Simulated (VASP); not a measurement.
# LiF in VASP: further runs, part 2 of 2

VASP 6.6.1. The steps go on from the part before.

## Step 6: Single point, r2SCAN (epitaxial xy strain -0.5%)

Contents of POSCAR:

```
LiF
1.0
    0.0000000000      2.1345308802      2.1605117427
    2.1345308802      0.0000000000      2.1605117427
    2.1345308802      2.1345308802      0.0000000000
Li F
1 1
Direct
    0.0000000000      0.0000000000      0.0000000000
    0.2500000000      0.2500000000      0.2500000000
```

Contents of INCAR.step1:

```
ALGO     = Normal         # electronic algorithm
EDIFF    = 1E-4           # SCF threshold, eV
ENCUT    = 520            # plane-wave cutoff, eV
GGA      = PE             # functional
ISMEAR   = 0              # smearing method
LASPH    = True           # aspherical terms in the spheres
LCHARG   = False          # write CHGCAR
LREAL    = False          # projectors in reciprocal space
LWAVE    = True           # write WAVECAR
NBANDS   = 12             # bands
NELM     = 60             # most SCF steps
PREC     = Accurate       # precision mode
SIGMA    = 0.01           # smearing width, eV
```

Contents of INCAR.step2:

```
ALGO     = Normal         # electronic algorithm
EDIFF    = 1E-6           # SCF threshold, eV
ENCUT    = 520            # plane-wave cutoff, eV
ISIF     = 2              # what is computed and relaxed
ISMEAR   = 0              # smearing method
ISTART   = 1            
LASPH    = True           # aspherical terms in the spheres
LCHARG   = False          # write CHGCAR
LMIXTAU  = True         
LREAL    = False          # projectors in reciprocal space
LWAVE    = False          # write WAVECAR
METAGGA  = R2SCAN         # meta-GGA
NBANDS   = 12             # bands
NELM     = 60             # most SCF steps
PREC     = Accurate       # precision mode
SIGMA    = 0.01           # smearing width, eV
```

Contents of KPOINTS:

```
k-points
0
Gamma
  10 10 10
```

Potentials or basis: VASP PAW PBE potentials, release 64 (Li_sv, F).

Started as:

```bash
$ cat potpaw_PBE.64/Li_sv/POTCAR potpaw_PBE.64/F/POTCAR > POTCAR
$ cp INCAR.step1 INCAR
$ mpirun -np 1 vasp_std > vasp.out
$ cp INCAR.step2 INCAR
$ mpirun -np 1 vasp_std > vasp.out
```

OUTCAR:

```text
EDIFF = 1E-6
   ENCUT = 520
   ISIF = 2
   ISMEAR = 0
   ISTART = 1
   LASPH = True
   LREAL = False
   METAGGA = R2SCAN
   NELM = 60
   PREC = Accurate

 ion  position               nearest neighbor table
   1  0.000  0.000  0.000-   2 1.86   2 1.86   2 1.86   2 1.86
   2  0.250  0.250  0.250-   1 1.86   1 1.86   1 1.86   1 1.86

  LATTYP: Found a body centered tetragonal cell.
 ALAT       =     3.0186825201
 C/A-ratio  =     1.4314269409

  Lattice vectors:
[... 536 lines left out ...]
      4      -3.7624      2.00000
      5      -3.7423      2.00000
      6       8.1692      0.00000
      7      14.4574      0.00000
      8      17.7847      0.00000
      9      17.8182      0.00000
     10      19.8131      0.00000
     11      26.6560      0.00000
     12      30.4226      0.00000

 [... further k-points ...]
[... 5 lines left out ...]
  --------------------------------------------------------------------------------------
  -------------------------------------------------------------------------------------
  Total       -0.0098852     -0.0098852     -0.0482197      0.0000000     -0.0000000      0.0000000
  in kB       -0.8044589     -0.8044589     -3.9241295      0.0000000     -0.0000000      0.0000000
  external PRESSURE =      -1.8443491 kB  Pullay stress =       0.0000000 kB

 VOLUME and BASIS-vectors are now :
 -----------------------------------------------------------------------------
  energy-cutoff  :      520.00
  volume of cell :       19.69
      direct lattice vectors                 reciprocal lattice vectors
     0.000000000  2.134530880  2.160511743    -0.234243507  0.234243507  0.231426652
     2.134530880  0.000000000  2.160511743     0.234243507 -0.234243507  0.231426652
     2.134530880  2.134530880  0.000000000     0.234243507  0.234243507 -0.231426652

 POSITION                                       TOTAL-FORCE (eV/Angst)
 -----------------------------------------------------------------------------------
      0.00000      0.00000      0.00000        -0.000000     -0.000000     -0.000000
      1.06727      1.06727      1.08026         0.000000      0.000000      0.000000
 -----------------------------------------------------------------------------------
    total drift:                                0.000000      0.000000     -0.000000

  FREE ENERGIE OF THE ION-ELECTRON SYSTEM (eV)
  ---------------------------------------------------
  free  energy   TOTEN  =       -11.8059688215 eV

  energy  without entropy=      -11.8059688215  energy(sigma->0) =      -11.80596882
```

OSZICAR.step1:

```text
N       E                     dE             d eps       ncg     rms          rms(c)
DAV:   1     0.343804204198E+02    0.34380E+02   -0.52087E+03  2496   0.829E+02
DAV:   2    -0.895695018571E+01   -0.43337E+02   -0.42403E+02  2968   0.187E+02
DAV:   3    -0.103084382307E+02   -0.13515E+01   -0.13472E+01  3168   0.297E+01
DAV:   4    -0.103276073517E+02   -0.19169E-01   -0.19168E-01  2900   0.392E+00
DAV:   5    -0.103278786533E+02   -0.27130E-03   -0.27130E-03  3164   0.365E-01    0.522E+00
DAV:   6    -0.958582831143E+01    0.74205E+00   -0.35092E+00  2660   0.115E+01    0.162E+00
DAV:   7    -0.959731731412E+01   -0.11489E-01   -0.25876E-02  2908   0.144E+00    0.101E+00
DAV:   8    -0.961639059148E+01   -0.19073E-01   -0.26913E-02  2856   0.158E+00    0.186E-01
DAV:   9    -0.961630578829E+01    0.84803E-04   -0.14204E-03  3060   0.310E-01    0.711E-02
DAV:  10    -0.961670179596E+01   -0.39601E-03   -0.67051E-04  2836   0.186E-01    0.361E-02
DAV:  11    -0.961669337460E+01    0.84214E-05   -0.29999E-05  2244   0.479E-02
   1 F= -.96166934E+01 E0= -.96166934E+01  d E =-.352104E-65
```

Wall time 1.7 min (1 thread of Intel Xeon Platinum 8375C at 2.90GHz (Ice Lake), shared host); peak memory 0.15 GiB.

Results:

| Item | Value |
| --- | --- |
| Free energy | -11.8060 eV |
| Band gap on the k mesh | 8.76 eV |

Levels at points of the mesh, in eV from the valence-band top:
| k point | band 1 | band 2 | band 3 | band 4 | band 5 | band 6 | band 7 | band 8 | band 9 | band 10 |
| --- | --- | --- | --- | --- | --- | --- | --- | --- | --- | --- |
| (0.00, 0.00, 0.00) | -41.45 | -20.47 | -0.02 | 0.00 | 0.00 | 8.76 | 21.07 | 21.07 | 21.09 | 29.07 |
| (0.50, 0.00, 0.00) | -41.41 | -20.30 | -1.98 | -0.29 | -0.25 | 12.87 | 16.06 | 20.40 | 20.61 | 27.72 |
| (0.50, 0.50, 0.00) | -41.40 | -20.26 | -1.40 | -0.78 | -0.78 | 11.35 | 16.94 | 21.09 | 21.09 | 23.49 |
| (0.50, 0.00, 0.50) | -41.40 | -20.24 | -1.38 | -0.83 | -0.82 | 11.36 | 17.04 | 20.87 | 21.07 | 23.50 |

Caveat: the cell differs from its parent crystal (epitaxial xy strain -0.5%); the cutoff is under 1.25 times the usual one of these potentials, so pressure, stress and relaxed cells hold a basis-set (Pulay) error; the PAW data sets were made with another functional, which shifts forces and pressure a little. A k mesh can miss the band edges.

## Step 7: Single point, r2SCAN (strain along [111] -3.2%)

Contents of POSCAR:

```
LiF
1.0
   -0.0463235879      2.0982869620      2.0982869620
    2.0982869620     -0.0463235879      2.0982869620
    2.0982869620      2.0982869620     -0.0463235879
Li F
1 1
Direct
   -0.0023066025     -0.0023066025     -0.0023066025
    0.2523066025      0.2523066025      0.2523066025
```

Contents of INCAR.step1:

```
SYSTEM = LiF
ALGO = Normal
EDIFF = 1E-4
ENCUT = 520
GGA = PE
ISMEAR = 0
LASPH = .TRUE.
LCHARG = .FALSE.
LREAL = .FALSE.
LWAVE = .TRUE.
NBANDS = 12
NELM = 80
PREC = Accurate
SIGMA = 0.01
```

Contents of INCAR.step2:

```
SYSTEM = LiF
ALGO = Normal
EDIFF = 1E-7
ENCUT = 520
ISIF = 2
ISMEAR = 0
ISTART = 1
LASPH = .TRUE.
LCHARG = .FALSE.
LMIXTAU = .TRUE.
LREAL = .FALSE.
LWAVE = .FALSE.
METAGGA = R2SCAN
NBANDS = 12
NELM = 80
PREC = Accurate
SIGMA = 0.01
```

Contents of KPOINTS:

```
k-points
0
G
  10 10 10
  0 0 0
```

Potentials or basis: VASP PAW PBE potentials, release 64 (Li_sv, F).

Started as:

```bash
$ cat potpaw_PBE.64/Li_sv/POTCAR potpaw_PBE.64/F/POTCAR > POTCAR
$ cp INCAR.step1 INCAR
$ mpirun -np 1 vasp_std > vasp.out
$ cp INCAR.step2 INCAR
$ mpirun -np 1 vasp_std > vasp.out
```

OUTCAR:

```text
SYSTEM = LiF
   EDIFF = 1E-7
   ENCUT = 520
   ISIF = 2
   ISMEAR = 0
   ISTART = 1
   LASPH = .TRUE.
   LREAL = .FALSE.
   METAGGA = R2SCAN
   NELM = 80
   PREC = Accurate

 ion  position               nearest neighbor table
   1  0.998  0.998  0.998-   2 1.83   2 1.84   2 1.84   2 1.84
   2  0.252  0.252  0.252-   1 1.83   1 1.84   1 1.84   1 1.84

  LATTYP: Found a trigonal (rhomboedric) cell.
 ALAT       =     2.9677874291
 COS(alpha) =     0.4778067012

  Lattice vectors:

 A1 = (  -0.0463235879,   2.0982869620,   2.0982869620)
 A2 = (   2.0982869620,  -0.0463235879,   2.0982869620)
 A3 = (   2.0982869620,   2.0982869620,  -0.0463235879)

Analysis of symmetry for initial positions (statically):
=====================================================================
 Subroutine PRICEL returns:
 Original cell was already a primitive cell.

 Routine SETGRP: Setting up the symmetry group for a
 trigonal (rhombohedral) supercell.

 Subroutine GETGRP returns: Found  6 space group operations
 (whereof  6 operations were pure point group operations)
 out of a pool of 12 trial point group operations.

The static configuration has the point symmetry C_3v.

Analysis of symmetry for dynamics (positions and initial velocities):
=====================================================================
 Subroutine PRICEL returns:
 Original cell was already a primitive cell.

 Routine SETGRP: Setting up the symmetry group for a
 trigonal (rhombohedral) supercell.

 Subroutine GETGRP returns: Found  6 space group operations
 (whereof  6 operations were pure point group operations)
 out of a pool of 12 trial point group operations.

The dynamic configuration has the point symmetry C_3v.

 Subroutine INISYM returns: Found  6 space group operations
 (whereof  6 operations are pure point group operations),
 and found     1 'primitive' translations

----------------------------------------------------------------------------------------

                                     Primitive cell

  volume of cell :      19.0885

  direct lattice vectors                    reciprocal lattice vectors
    -0.046323588  2.098286962  2.098286962    -0.230540310  0.235744816  0.235744816
     2.098286962 -0.046323588  2.098286962     0.235744816 -0.230540310  0.235744816
     2.098286962  2.098286962 -0.046323588     0.235744816  0.235744816 -0.230540310

  length of vectors
     2.967787429  2.967787429  2.967787429     0.405339451  0.405339451  0.405339451

  position of ions in fractional coordinates (direct lattice)
     0.997693398  0.997693398  0.997693398
     0.252306602  0.252306602  0.252306602

  ion indices of the primitive-cell ions
   primitive index   ion index
                 1           1
                 2           2

----------------------------------------------------------------------------------------

 KPOINTS: k-points

Automatic generation of k-mesh.
 Grid dimensions read from file:
 generate k-points for:   10   10   10

 Generating k-lattice:

  Cartesian coordinates                     Fractional coordinates (reciprocal lattice)
    -0.023054031  0.023574482  0.023574482     0.100000000  0.000000000 -0.000000000
     0.023574482 -0.023054031  0.023574482     0.000000000  0.100000000 -0.000000000
     0.023574482  0.023574482 -0.023054031     0.000000000  0.000000000  0.100000000

  Length of vectors
     0.040533945  0.040533945  0.040533945

  Shift w.r.t. Gamma in fractional coordinates (k-lattice)
     0.000000000  0.000000000  0.000000000

 Subroutine IBZKPT returns following result:
 ===========================================

 Found    116 irreducible k-points:

 Following reciprocal coordinates:
            Coordinates               Weight
  0.000000  0.000000  0.000000      1.000000
  0.100000  0.000000  0.000000      6.000000
  0.200000  0.000000  0.000000      6.000000
  0.300000  0.000000  0.000000      6.000000
  0.400000 -0.000000 -0.000000      6.000000
  0.500000 -0.000000 -0.000000      3.000000
[... 16 lines left out ...]
  0.300000  0.300000  0.000000      6.000000
  0.400000  0.300000 -0.000000     12.000000
 [... further k-points ...]
   k-points           NKPTS =    116   k-points in BZ     NKDIM =    116   number of bands    NBANDS=     12
   number of dos      NEDOS =    301   number of ions     NIONS =      2
   total plane-waves  NPLWV =  13824
   dimension x,y,z NGX =    24 NGY =   24 NGZ =   24
   dimension x,y,z NGXF=    48 NGYF=   48 NGZF=   48
   ions per type =               1   1
   NGX,Y,Z   is equivalent  to a cutoff of  13.44, 13.44, 13.44 a.u.
   NGXF,Y,Z  is equivalent  to a cutoff of  26.89, 26.89, 26.89 a.u.
 SYSTEM =  LiF
   PREC   = accura    normal or accurate (medium, high low for compatibility)
   ISTART =      1    job   : 0-new  1-cont  2-samecut
   ICHARG =      0    charge: 1-file 2-atom 10-const
   ISPIN  =      1    spin polarized calculation?
   LNONCOLLINEAR =      F non collinear calculations
   LSORBIT =      F    spin-orbit coupling
   LASPH  =      T    aspherical Exc in radial PAW
   ENCUT  =  520.0 eV  38.22 Ry    6.18 a.u.   5.52  5.52  5.52*2*pi/ulx,y,z
   NELM   =     80;   NELMIN=  2; NELMDL=  0     # of ELM steps
   EDIFF  = 0.1E-06   stopping-criterion for ELM
   LREAL  =      F    real-space projection
   EDIFFG = 0.1E-05   stopping-criterion for IOM
   NSW    =      0    number of steps for IOM
   IBRION =     -1    ionic relax: 0-MD 1-quasi-New 2-CG
   NFREE  =      0    steps in history (QN), initial steepest desc. (CG)
   ISIF   =      2    stress and relaxation
   ISYM   =      2    0-nonsym 1-usesym 2-fastsym
   POTIM  = 0.5000    time-step for ionic-motion
   TEBEG  =    0.0;   TEEND  =   0.0 temperature during run
   PSTRESS=    0.0 pullay stress
   NELECT =      10.0000    total number of electrons
   NUPDOWN=      -1.0000    fix difference up-down
   EMIN   =  10.00;   EMAX   =-10.00  energy-range for DOS
   EFERMI =   0.00;   METHOD = LEGACY
   ISMEAR =     0;   SIGMA  =   0.01  broadening in eV -4-tet -1-fermi 0-gaus
   EFERMI_NEDOS =   21; number of points for ismear=-14 and -15
   IALGO  =     38    algorithm
   IMIX   =      4    mixing-type and parameters
     AMIX     =   0.40;   BMIX     =  1.00
     AMIX_MAG =   1.60;   BMIX_MAG =  1.00
  volume/ion in A,a.u.               =       9.54        64.41
  Fermi-wavevector in a.u.,A,eV,Ry     =   1.319728  2.493924 23.697023  1.741682
  Thomas-Fermi vector in A             =   2.449605
   LORBIT       =      0    0 simple, 1 ext, 2 COOP (PROOUT), +10 PAW based schemes
   METAGGA = R2SCAN    functional components
   LHFCALC =     F    Hartree Fock is set to
   AEXX    =    0.0000 exact exchange contribution
   IVDW    =     0    specifies the selected vdW correction
   LEPSILON=     F    determine dielectric tensor
   LRPA    =     F    only Hartree local field effects (RPA)
 non-spin polarized calculation
 Gauss-broadening in eV      SIGMA  =   0.01
  energy-cutoff  :      520.00
  volume of cell :       19.09
 maximum number of plane-waves:       531
 NGX is ok and might be reduce to    24
   NGX = 11   NGY = 11   NGZ = 11

 number of electron       9.9999994 magnetization

 Free energy of the ion-electron system (eV)
  ---------------------------------------------------
  ext. energy  EPLUGINS =         0.00000000
  ---------------------------------------------------
  free energy    TOTEN  =       -11.79704423 eV

  energy without entropy =      -11.79704423  energy(sigma->0) =      -11.79704423

 E-fermi :  -2.7729     XC(G=0):  -9.5506

 val. band max:       -2.9256367279   @ k =   0.0000   0.0000   0.0000
 cond. band min:       5.9096876822   @ k =   0.0000   0.0000   0.0000
 fundamental gap:      8.8353244100
 Fermi energy:        -2.7728781501

 k-point     1 :       0.0000    0.0000    0.0000
  band No.  band energies     occupation
      1     -44.3410      2.00000
      2     -23.5215      2.00000
      3      -3.0524      2.00000
      4      -3.0524      2.00000
      5      -2.9256      2.00000
      6       5.9097      0.00000
      7      18.0673      0.00000
      8      18.0673      0.00000
      9      18.8600      0.00000
     10      26.5949      0.00000
     11      26.5949      0.00000
     12      27.0535      0.00000
[... 331 lines left out ...]
 k-point    24 :       0.4000    0.3000   -0.0000
  band No.  band energies     occupation
      1     -44.2926      2.00000
      2     -23.3374      2.00000
      3      -4.3596      2.00000
      4      -3.7167      2.00000
      5      -3.5884      2.00000
      6       8.4602      0.00000
      7      14.8892      0.00000
      8      18.0482      0.00000
      9      18.3923      0.00000
     10      20.2535      0.00000
     11      27.2881      0.00000
     12      31.0268      0.00000

 [... further k-points ...]
[... 5 lines left out ...]
  --------------------------------------------------------------------------------------
  -------------------------------------------------------------------------------------
  Total        0.1803585      0.1803585      0.1803585      0.0855549      0.0855549      0.0855549
  in kB       15.1382606     15.1382606     15.1382606      7.1809928      7.1809928      7.1809928
  external PRESSURE =      15.1382606 kB  Pullay stress =       0.0000000 kB

 VOLUME and BASIS-vectors are now :
 -----------------------------------------------------------------------------
  energy-cutoff  :      520.00
  volume of cell :       19.09
      direct lattice vectors                 reciprocal lattice vectors
    -0.046323588  2.098286962  2.098286962    -0.230540310  0.235744816  0.235744816
     2.098286962 -0.046323588  2.098286962     0.235744816 -0.230540310  0.235744816
     2.098286962  2.098286962 -0.046323588     0.235744816  0.235744816 -0.230540310

 POSITION                                       TOTAL-FORCE (eV/Angst)
 -----------------------------------------------------------------------------------
      4.14068      4.14068      4.14068         0.012851      0.012851      0.012851
      1.04714      1.04714      1.04714        -0.012851     -0.012851     -0.012851
 -----------------------------------------------------------------------------------
    total drift:                                0.018379      0.018379      0.018379

  FREE ENERGIE OF THE ION-ELECTRON SYSTEM (eV)
  ---------------------------------------------------
  free  energy   TOTEN  =       -11.7970442341 eV

  energy  without entropy=      -11.7970442341  energy(sigma->0) =      -11.79704423
```

It took 2.7 min on 1 thread of Intel Xeon Platinum 8375C at 2.90GHz (Ice Lake), shared host; peak memory 0.15 GiB.

What came out:

```yaml
Free_energy: -11.7970 eV
Largest_force: 0.022 eV/Å
Band_gap_on_the_k_mesh: 8.84 eV
```

Forces in eV/Å, atoms in the order of the input:
```
Li   0.013  0.013  0.013
F   -0.013 -0.013 -0.013
```

Caveat: the cell differs from its parent crystal (strain along [111] -3.2%); the cutoff is under 1.25 times the usual one of these potentials, so pressure, stress and relaxed cells hold a basis-set (Pulay) error; the PAW data sets were made with another functional, which shifts forces and pressure a little.

## Step 8: Overview

```tsv
level	cell	smearing	gap on the mesh (eV)	largest force (eV/Å)
PBE	a = 3.151 Å, angles 60.0°, 2 atoms, atomic positions A	fermi-dirac 0.02 eV	7.32	-
r2SCAN	a = 3.151 Å, angles 60.0°, 2 atoms, atomic positions A	gaussian 0.01 eV	8.14	-
PBE	a = 3.037, b = 3.037, c = 3.019 Å, angles 60.2, 60.2, 59.6°, 2 atoms, atomic positions A	fermi-dirac 0.02 eV	7.92	-
PBE	a = 2.968 Å, angles 61.5°, 2 atoms, atomic positions B	fermi-dirac 0.02 eV	8.01	0.01
r2SCAN	a = 3.037, b = 3.037, c = 3.019 Å, angles 60.2, 60.2, 59.6°, 2 atoms, atomic positions A	gaussian 0.01 eV	8.76	-
r2SCAN	a = 2.968 Å, angles 61.5°, 2 atoms, atomic positions B	gaussian 0.01 eV	8.84	0.02
```

Alike in all rows: task single point; potentials or basis VASP PAW PBE potentials, release 64 (Li_sv, F); no spin polarisation; k mesh 10 × 10 × 10; cutoff (eV) 520.

Caveats: the cutoff is under 1.25 times the usual one of these potentials, so pressure, stress and relaxed cells hold a basis-set (Pulay) error; the PAW data sets were made with another functional, which shifts forces and pressure a little (at least some runs).

Total energies depend on the potentials used, so only differences within one code and one set of settings carry meaning.
